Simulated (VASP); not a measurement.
The system is C.

```
C
1.0
     1.22805   -2.12706    0.00000
     1.22805    2.12706    0.00000
     0.00000    0.00000    7.17327
C
4
Direct
  0.08338 0.91662 0.75314
  0.58338 0.41662 0.24686
  0.91662 0.08338 0.24686
  0.41662 0.58338 0.75314
```

```yaml
Program: VASP 6.6.1
Task: relaxation of cell and atoms
Functional: PBE
Potentials_or_basis: VASP PAW PBE potentials, release 64 (C)
Cutoff: 600 eV
k_mesh: 6 × 6 × 2
Occupations: gaussian, width 0.1 eV
Spin: no spin polarisation
```

At the start: pressure 4.0 GPa; volume 9.37 Å³/atom.

Problem. How do energy, volume and symmetry change on relaxing?

Solution. Over 15 steps the energy falls by 3.0 meV/atom and the volume is 10.08 Å³/atom (+7.6 %); space group Cmme (No. 67, to 0.05 Å).

Step by step:
```csv
step,energy change (eV),largest force (eV/Å),pressure (GPa),volume (Å³)
1,0.0000,0.0259,3.96,37.48
2,0.0247,0.0628,-7.59,38.74
3,-0.0062,0.0039,0.20,37.86
4,-0.0062,0.0033,0.27,37.86
5,-0.0066,0.0013,0.27,37.93
6,-0.0076,0.0090,0.23,38.16
7,-0.0090,0.0285,0.18,38.63
8,-0.0095,0.1124,0.14,39.55
9,-0.0097,0.0713,0.15,39.22
10,-0.0099,0.0604,0.13,39.26
11,-0.0104,0.0312,0.09,39.40
12,-0.0112,0.0152,0.02,39.66
13,-0.0118,0.0759,-0.10,40.20
14,-0.0121,0.0126,0.01,40.30
15,-0.0121,0.0012,0.04,40.32
```

Final structure:
```
CELL_PARAMETERS angstrom
1.23387 -2.13777 0.00000
1.23387 2.13777 0.00000
0.00000 0.00000 7.64326
ATOMIC_POSITIONS crystal
C 0.08329 0.91671 0.75334
C 0.58329 0.41671 0.24666
C 0.91671 0.08329 0.24666
C 0.41671 0.58329 0.75334
```

Caveat: the k points lie up to 0.49 Å⁻¹ apart in the final cell; this functional lacks dispersion, which binds the layers, so the pressure and a relaxed spacing across them are unreliable.
